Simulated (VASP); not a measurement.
Crystal: HfN.

```
CELL_PARAMETERS angstrom
0.00000 2.45482 2.45482
2.45482 0.00000 2.45482
2.45482 2.45482 0.00000
ATOMIC_POSITIONS crystal
Hf 0.00000 0.00000 0.00000
N 0.75000 0.75000 0.75000
```

| Quantity | Value |
| --- | --- |
| Program | VASP 6.6.1 |
| Task | relaxation of cell and atoms |
| Functional | r2SCAN |
| Potentials or basis | VASP PAW PBE potentials, release 64 (Hf_pv, N) |
| Cutoff | 600 eV |
| k mesh | 8 × 8 × 8 |
| Occupations | fermi-dirac, width 0.05 eV |
| Spin | no spin polarisation |

At the start: pressure -3.7 GPa; volume 14.79 Å³/atom.

Problem. How do energy, volume and symmetry change on relaxing?

Solution. Over 3 steps the energy falls by 3.1 meV/atom and the volume is 14.53 Å³/atom (-1.8 %); space group F-43m (No. 216, to 0.05 Å).

Step by step:
```
step  energy change (eV)  largest force (eV/Å)  pressure (GPa)  volume (Å³)
   1              0.0000                0.0000           -3.69        29.59
   2              0.0134                0.0000            7.14        28.15
   3             -0.0062                0.0000           -0.04        29.06
```

Final structure:
```
CELL_PARAMETERS angstrom
0.00000 2.44016 2.44016
2.44016 0.00000 2.44016
2.44016 2.44016 0.00000
ATOMIC_POSITIONS crystal
Hf 0.00000 0.00000 0.00000
N 0.75000 0.75000 0.75000
```

Caveat: the PAW data sets were made with another functional, which shifts forces and pressure a little.
